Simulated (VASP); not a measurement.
Set up this calculation in VASP 6.6.1, as the native input.

| Property | Result |
| --- | --- |
| Task | single point |
| Functional | PBEsol |
| Potentials or basis | VASP PAW PBE potentials, release 64 (Y_sv, Ru_pv, Si) |
| Cutoff | 520 eV |
| k mesh | 2 × 2 × 3 |
| Occupations | gaussian, width 0.1 eV |
| Spin | no spin polarisation |
| Dipole correction | no |
| Further INCAR settings | LREAL = Auto; ALGO = Normal; EDIFF = 1e-06; NBANDS = 102 |

The structure of Y4Si8Ru7 (a cell with a defect) lies in POSCAR:

```
Y4Si8Ru7
1.0
    0.0000000000      8.2516740000      0.0000004400
    8.2516740000      0.0000000000      0.0000004400
    2.0629187500      2.0629187500     -4.7342827800
Y Ru Si
4 7 8
Direct
    0.0005510405     -0.0006891927      0.0027693741
   -0.0005129790      0.4999910400      0.0010097031
    0.4992870423      0.0007617734      0.0002778077
    0.5005210501      0.4992328266     -0.0013682242
    0.1318559502      0.3679327753      0.5007267901
    0.3716118362      0.6203382158      0.5104138364
    0.1227825091      0.8705954983      0.5126211403
    0.8795098725      0.1282300716      0.4908788831
    0.6292389228      0.3770385814      0.4886608068
    0.8724212263      0.6273419854      0.5007480056
    0.4264717689      1.0732905840      0.5004651750
    0.1977571126      0.1755953064      0.2692068099
    0.3242415932      0.3020894820      0.7321136985
    0.1811591973      0.6798979986      0.2766882419
    0.2921513904      0.7856282291      0.7821747551
    0.7141775931      0.2076211053      0.2191910483
    0.8198761601      0.3186065996      0.7247193842
    0.6784037504      0.6922393673      0.2738204842
    0.8076030994      0.8214321722      0.7275538612
```

These files were run (other wordings do the same):

INCAR

```
PREC = Accurate
ENCUT = 520
EDIFF = 1E-6
ISMEAR = 0
SIGMA = 0.1
LREAL = Auto
LASPH = True
NELM = 80
ALGO = Normal
ISIF = 2
LWAVE = False
LCHARG = False
GGA = PS
NBANDS = 102
```

KPOINTS

```
Automatic mesh
0
Gamma
  2 2 3
```

Potentials or basis: VASP PAW PBE potentials, release 64 (Y_sv, Ru_pv, Si).

Launch:

```console
$ cat potpaw_PBE.64/Y_sv/POTCAR potpaw_PBE.64/Ru_pv/POTCAR potpaw_PBE.64/Si/POTCAR > POTCAR
$ mpirun -np 1 vasp_std > vasp.out
```

Results of the run:

```json
{
  "Pressure": "-0.1 GPa",
  "Largest force": "3.105 eV/Å",
  "Band gap on the k mesh": "zero (bands 87 and 88 overlap by 0.47 eV)"
}
```

Caveat: the k points lie up to 0.44 Å⁻¹ apart; the PAW data sets were made with another functional, which shifts forces and pressure a little.

Wall time 7.4 min on 1 thread of Intel(R) Xeon(R) Platinum 8488C (Sapphire Rapids), with other jobs on the host, peak memory 0.53 GiB.
